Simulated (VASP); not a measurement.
Set up this calculation in VASP 6.6.1, as the native input.

```
Task                   : single point
Functional             : PBEsol
Potentials or basis    : VASP PAW PBE potentials, release 64 (Sn_d, O)
Cutoff                 : 520 eV
k mesh                 : 8 × 6 × 6
Occupations            : gaussian, width 0.05 eV
Spin                   : no spin polarisation
Dipole correction      : no
Further INCAR settings : ALGO = Normal; EDIFF = 1e-06; NBANDS = 28
```

The structure of SnO lies in POSCAR:

```
SnO
1.0
    3.3550050000      0.0000000000      0.0000000000
    0.0000000000      5.6741040000      0.0000000000
    0.0000000000      0.0000000000      4.2219700000
Sn O
2 2
Direct
   -0.0105380883      0.2256780005      0.5131440000
    0.4894619117      0.7618600005      0.0131440000
    0.0000000000      0.8912500000      0.7368570000
    0.5000000000      0.1087500000      0.2368570000
```

This cell differs from its parent crystal: all Sn atoms moved -0.050 Å, as atom 1 along Cartesian [1 1 0].

These files were run (other wordings do the same):

INCAR

```
SYSTEM = SnO
PREC     = Accurate       ! precision mode
ENCUT    = 520            ! plane-wave cutoff, eV
EDIFF    = 1E-6           ! SCF threshold, eV
ISMEAR   = 0              ! smearing method
SIGMA    = 0.05           ! smearing width, eV
LREAL    = .False.        ! projectors in reciprocal space
LASPH    = .True.         ! aspherical terms in the spheres
NELM     = 80             ! most SCF steps
ALGO     = Normal         ! electronic algorithm
ISIF     = 2              ! what is computed and relaxed
LWAVE    = .False.        ! write WAVECAR
LCHARG   = .True.         ! write CHGCAR
GGA      = PS             ! functional
LELF     = .True.         ! ELF
LVHAR    = .True.       
NBANDS   = 28             ! bands
```

KPOINTS

```
regular mesh
0
Gamma
  8 6 6
  0 0 0
```

Potentials or basis: VASP PAW PBE potentials, release 64 (Sn_d, O).

Run with:

```bash
$ cat potpaw_PBE.64/Sn_d/POTCAR potpaw_PBE.64/O/POTCAR > POTCAR
$ mpirun -np 1 vasp_std > vasp.out
```

Results of the run:

| Property | Result |
| --- | --- |
| Pressure | -2.8 GPa |
| Largest force | 0.645 eV/Å |
| Band gap on the k mesh | 1.32 eV, indirect (least direct gap 1.95 eV) |

Caveat: the cell differs from its parent crystal (all Sn atoms moved -0.050 Å, as atom 1 along Cartesian [1 1 0]); the PAW data sets were made with another functional, which shifts forces and pressure a little; spin-orbit coupling is left out, which moves the levels of the heavy elements.

Run time: 4.2 min on 1 thread of Oxide Virtual Turin-like Processor, on a shared host, peak memory 0.35 GiB.
